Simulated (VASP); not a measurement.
# ZnS (F-43m) in VASP: notebook

ZnS is run at these levels: LDA; tasks: single point, relaxation of cell and atoms.

Program: VASP 6.6.1. These are calculated values, not measurements. Logs are shortened: lines on timing, memory, paths and dates and some standing lists are left out, and cuts for length are marked.

**The experiment to reproduce.**

From “Electronic, vibrational, and thermodynamic properties of ZnS (zincblende and rocksalt structure)”, 2009, arxiv:0911.5022, for a bulk crystal of ZnS at 19 K: band gap 3.85 eV (direct).

How close the calculation comes is told below.

### 1 The cell of the first run

Symmetry: F-43m, No. 216, cubic system. The conventional cell has a = 5.297 Å, b = 5.297 Å, c = 5.297 Å, α = 90.00°, β = 90.00°, γ = 90.00°. Within 3.0 Å of Zn (site symmetry -43m) lie 4 S at 2.29 Å. S (site symmetry -43m) has 4 Zn at 2.29 Å within 3.0 Å.

### 2 Single point, LDA

Contents of INCAR:

```
PREC = Accurate
ENCUT = 520
EDIFF = 1E-6
ISMEAR = 0
SIGMA = 0.02
LREAL = False
LASPH = True
NELM = 80
ALGO = Normal
ISIF = 2
LWAVE = False
LCHARG = False
NBANDS = 16
```

Contents of KPOINTS:

```
regular mesh
0
Gamma
  10 10 10
```

Contents of POSCAR:

```
ZnS
1.0
    0.0000000000      2.6484690878      2.6484690878
    2.6484690878      0.0000000000      2.6484690878
    2.6484690878      2.6484690878      0.0000000000
Zn S
1 1
Direct
    0.2500000000      0.2500000000      0.2500000000
    0.0000000000      0.0000000000      0.0000000000
```

Potentials or basis: VASP PAW LDA potentials, release 64 (Zn, S).

Launch:

```bash
> cat potpaw_LDA.64/Zn/POTCAR potpaw_LDA.64/S/POTCAR > POTCAR
> mpirun -np 1 vasp_std > vasp.out
```

OUTCAR:

```text
PREC = Accurate
   ENCUT = 520
   EDIFF = 1E-6
   ISMEAR = 0
   LREAL = False
   LASPH = True
   NELM = 80
   ISIF = 2

 ion  position               nearest neighbor table
   1  0.250  0.250  0.250-   2 2.29   2 2.29   2 2.29   2 2.29
   2  0.000  0.000  0.000-   1 2.29   1 2.29   1 2.29   1 2.29

  LATTYP: Found a face centered cubic cell.
 ALAT       =     5.2969381756

  Lattice vectors:

 A1 = (   0.0000000000,   2.6484690878,   2.6484690878)
 A2 = (   2.6484690878,   0.0000000000,   2.6484690878)
 A3 = (   2.6484690878,   2.6484690878,   0.0000000000)

Analysis of symmetry for initial positions (statically):
=====================================================================
 Subroutine PRICEL returns:
 Original cell was already a primitive cell.

 Routine SETGRP: Setting up the symmetry group for a
 face centered cubic supercell.

 Subroutine GETGRP returns: Found 24 space group operations
 (whereof 24 operations were pure point group operations)
 out of a pool of 48 trial point group operations.

The static configuration has the point symmetry T_d .

Analysis of symmetry for dynamics (positions and initial velocities):
=====================================================================
 Subroutine PRICEL returns:
 Original cell was already a primitive cell.

 Routine SETGRP: Setting up the symmetry group for a
 face centered cubic supercell.

 Subroutine GETGRP returns: Found 24 space group operations
 (whereof 24 operations were pure point group operations)
 out of a pool of 48 trial point group operations.

The dynamic configuration has the point symmetry T_d .

 Subroutine INISYM returns: Found 24 space group operations
 (whereof 24 operations are pure point group operations),
 and found     1 'primitive' translations

----------------------------------------------------------------------------------------

                                     Primitive cell

  volume of cell :      37.1548

  direct lattice vectors                    reciprocal lattice vectors
     0.000000000  2.648469088  2.648469088    -0.188788309  0.188788309  0.188788309
     2.648469088  0.000000000  2.648469088     0.188788309 -0.188788309  0.188788309
     2.648469088  2.648469088  0.000000000     0.188788309  0.188788309 -0.188788309

  length of vectors
     3.745500903  3.745500903  3.745500903     0.326990943  0.326990943  0.326990943

  position of ions in fractional coordinates (direct lattice)
     0.250000000  0.250000000  0.250000000
     0.000000000  0.000000000  0.000000000

  ion indices of the primitive-cell ions
   primitive index   ion index
[... 70 lines left out ...]
   LSORBIT =      F    spin-orbit coupling
   LASPH  =      T    aspherical Exc in radial PAW
   ENCUT  =  520.0 eV  38.22 Ry    6.18 a.u.   6.96  6.96  6.96*2*pi/ulx,y,z
   NELM   =     80;   NELMIN=  2; NELMDL= -5     # of ELM steps
   EDIFF  = 0.1E-05   stopping-criterion for ELM
   LREAL  =      F    real-space projection
   EDIFFG = 0.1E-04   stopping-criterion for IOM
   NSW    =      0    number of steps for IOM
   IBRION =     -1    ionic relax: 0-MD 1-quasi-New 2-CG
   NFREE  =      0    steps in history (QN), initial steepest desc. (CG)
   ISIF   =      2    stress and relaxation
   ISYM   =      2    0-nonsym 1-usesym 2-fastsym
   POTIM  = 0.5000    time-step for ionic-motion
   TEBEG  =    0.0;   TEEND  =   0.0 temperature during run
   PSTRESS=    0.0 pullay stress
   NELECT =      18.0000    total number of electrons
   NUPDOWN=      -1.0000    fix difference up-down
   EMIN   =  10.00;   EMAX   =-10.00  energy-range for DOS
   EFERMI =   0.00;   METHOD = LEGACY
   ISMEAR =     0;   SIGMA  =   0.02  broadening in eV -4-tet -1-fermi 0-gaus
   EFERMI_NEDOS =   21; number of points for ismear=-14 and -15
   IALGO  =     38    algorithm
   IMIX   =      4    mixing-type and parameters
     AMIX     =   0.40;   BMIX     =  1.00
     AMIX_MAG =   1.60;   BMIX_MAG =  1.00
  volume/ion in A,a.u.               =      18.58       125.37
  Fermi-wavevector in a.u.,A,eV,Ry     =   1.285763  2.429739 22.492951  1.653185
  Thomas-Fermi vector in A             =   2.417877
   LORBIT       =      0    0 simple, 1 ext, 2 COOP (PROOUT), +10 PAW based schemes
   GGA     = CA    functional components
   LHFCALC =     F    Hartree Fock is set to
   AEXX    =    0.0000 exact exchange contribution
   IVDW    =     0    specifies the selected vdW correction
   LEPSILON=     F    determine dielectric tensor
   LRPA    =     F    only Hartree local field effects (RPA)
 non-spin polarized calculation
 Gauss-broadening in eV      SIGMA  =   0.02
  energy-cutoff  :      520.00
  volume of cell :       37.15
 maximum number of plane-waves:      1012
   NGX = 13   NGY = 13   NGZ = 13

 number of electron      18.0000014 magnetization

 Free energy of the ion-electron system (eV)
  ---------------------------------------------------
  ext. energy  EPLUGINS =         0.00000000
  ---------------------------------------------------
  free energy    TOTEN  =        -8.20788464 eV

  energy without entropy =       -8.20788464  energy(sigma->0) =       -8.20788464

 E-fermi :   2.6412     XC(G=0): -10.3161

 val. band max:        2.5125286503   @ k =   0.0000   0.0000   0.0000
 cond. band min:       4.6724059301   @ k =   0.0000   0.0000   0.0000
 fundamental gap:      2.1598772798
 Fermi energy:         2.6412092204

 k-point     1 :       0.0000    0.0000    0.0000
  band No.  band energies     occupation
      1     -11.0344      2.00000
      2      -4.2436      2.00000
      3      -4.2436      2.00000
      4      -4.2436      2.00000
      5      -3.6905      2.00000
      6      -3.6905      2.00000
[... 433 lines left out ...]
      3      -3.9709      2.00000
      4      -3.9635      2.00000
      5      -3.6690      2.00000
      6      -3.6243      2.00000
[... 8 lines left out ...]
     15      16.0157      0.00000
     16      18.6375      0.00000

 [... further k-points ...]
[... 5 lines left out ...]
  --------------------------------------------------------------------------------------
  -------------------------------------------------------------------------------------
  Total        0.0514177      0.0514177      0.0514177     -0.0000000      0.0000000     -0.0000000
  in kB        2.2172190      2.2172190      2.2172190     -0.0000000      0.0000000     -0.0000000
  external PRESSURE =       2.2172190 kB  Pullay stress =       0.0000000 kB

 VOLUME and BASIS-vectors are now :
 -----------------------------------------------------------------------------
  energy-cutoff  :      520.00
  volume of cell :       37.15
      direct lattice vectors                 reciprocal lattice vectors
     0.000000000  2.648469088  2.648469088    -0.188788309  0.188788309  0.188788309
     2.648469088  0.000000000  2.648469088     0.188788309 -0.188788309  0.188788309
     2.648469088  2.648469088  0.000000000     0.188788309  0.188788309 -0.188788309

 POSITION                                       TOTAL-FORCE (eV/Angst)
 -----------------------------------------------------------------------------------
      1.32423      1.32423      1.32423        -0.000000      0.000000     -0.000000
      0.00000      0.00000      0.00000         0.000000     -0.000000      0.000000
 -----------------------------------------------------------------------------------
    total drift:                               -0.000001     -0.000001     -0.000001

  FREE ENERGIE OF THE ION-ELECTRON SYSTEM (eV)
  ---------------------------------------------------
  free  energy   TOTEN  =        -8.2078846371 eV

  energy  without entropy=       -8.2078846371  energy(sigma->0) =       -8.20788464
```

stdout:

```text
POSCAR found type information on POSCAR ZnS
 POSCAR found :  2 types and       2 ions
 scaLAPACK will be used
 LDA part: xc-table for (Slater(with rela. corr.)+CA(PZ))
 , standard interpolation
 POSCAR, INCAR and KPOINTS ok, starting setup
 FFT: planning ... GRIDC
 FFT: planning ... GRID_SOFT
 FFT: planning ... GRID
 WAVECAR not read
 entering main loop
```

Wall time 9.3 s (1 thread of Intel Xeon 6975P-C (Granite Rapids), shared host); peak memory 0.15 GiB.

What came out:

- Free energy: -8.2079 eV
- Pressure: 0.2 GPa
- Band gap on the k mesh: 2.16 eV, direct

Levels at points of the mesh, in eV from the valence-band top:
| k point | band 5 | band 6 | band 7 | band 8 | band 9 | band 10 | band 11 | band 12 | band 13 | band 14 |
| --- | --- | --- | --- | --- | --- | --- | --- | --- | --- | --- |
| (0.00, 0.00, 0.00) | -6.20 | -6.20 | 0.00 | 0.00 | 0.00 | 2.16 | 6.21 | 6.21 | 6.21 | 11.83 |
| (0.50, 0.00, 0.00) | -6.17 | -5.98 | -5.78 | -0.97 | -0.97 | 3.23 | 6.76 | 6.76 | 8.85 | 12.15 |
| (0.50, 0.50, 0.00) | -6.12 | -5.96 | -4.91 | -2.47 | -2.47 | 3.06 | 3.89 | 11.16 | 12.20 | 12.20 |

### 3 Relaxation of cell and atoms, LDA

This run uses another cell than the first one, of 19.73 Å³/atom, 1.062 times its volume.

Contents of INCAR:

```
SYSTEM = ZnS
PREC = Accurate ; ENCUT = 600
EDIFF = 1E-7 ; ISMEAR = 0
SIGMA = 0.02 ; LREAL = .False.
LASPH = .True. ; NELM = 100
ALGO = Normal ; ISIF = 3
LWAVE = .False. ; LCHARG = .False.
IBRION = 2 ; NSW = 100
EDIFFG = -0.005
```

Contents of KPOINTS:

```
Automatic mesh
0
Gamma
  10 10 10
  0 0 0
```

Contents of POSCAR:

```
ZnS
1.0
    0.0000000000      2.7020000000      2.7020000000
    2.7020000000      0.0000000000      2.7020000000
    2.7020000000      2.7020000000      0.0000000000
Zn S
1 1
Direct
    0.2500000000      0.2500000000      0.2500000000
    0.0000000000      0.0000000000      0.0000000000
```

Potentials or basis: VASP PAW LDA potentials, release 64 (Zn, S).

Launch:

```bash
> cat potpaw_LDA.64/Zn/POTCAR potpaw_LDA.64/S/POTCAR > POTCAR
> mpirun -np 1 vasp_std > vasp.out
```

It took 21 s on 1 thread of Intel Xeon 6975P-C (Granite Rapids), shared host; peak memory 0.17 GiB.

Results (log left out):

```
Free energy                            : -8.2087 eV
Relaxed volume                         : 18.63 Å³/atom
Relaxed cell                           : a = 3.749 Å, b = 3.749 Å, c = 3.749 Å, α = 60.00°, β = 60.00°, γ = 60.00°
Space group after relaxing (to 0.05 Å) : F-43m (No. 216)
Energy gained by relaxing              : 15.7 meV/atom
Ionic steps                            : 3
Pressure after relaxing                : 0.0 GPa
Band gap on the k mesh                 : 2.15 eV, direct
```

Step by step:
```tsv
step	energy change (eV)	largest force (eV/Å)	pressure (GPa)	volume (Å³)
1	0.0000	0.0000	-4.35	39.45
2	-0.0268	0.0000	1.92	36.47
3	-0.0314	0.0000	-0.01	37.25
```

Final structure:
```yaml
crystal:
  lattice:
    - [0.00000, 2.65084, 2.65084]
    - [2.65084, 0.00000, 2.65084]
    - [2.65084, 2.65084, 0.00000]
  atoms:
    - { symbol: Zn, position: [0.25000, 0.25000, 0.25000] }
    - { symbol: S, position: [0.00000, 0.00000, 0.00000] }
```

Levels at points of the mesh, in eV from the valence-band top:
```tsv
k point	band 7	band 8	band 9	band 10	band 11	band 12
(0.00, 0.00, 0.00)	0.00	0.00	0.00	2.15	6.21	6.21
(0.50, 0.00, 0.00)	-5.76	-0.96	-0.96	3.23	6.76	6.76
(0.50, 0.50, 0.00)	-4.90	-2.46	-2.46	3.06	3.89	11.14
```

Expect the measured gap to be larger: semilocal functionals such as LDA lack the derivative discontinuity. LDA usually gives volumes a few per cent too small.

### 4 Against experiment

Step 2. Against the measured gap of ZnS, 3.85 eV (direct; 19 K; quoted in “Electronic, vibrational, and thermodynamic properties of ZnS (zincblende and rocksalt structure)”, 2009, arxiv:0911.5022), the calculated 2.16 eV is off by -1.69 eV. The value is that of LDA, without temperature or zero-point motion. Semilocal functionals fall short of measured gaps as a rule.
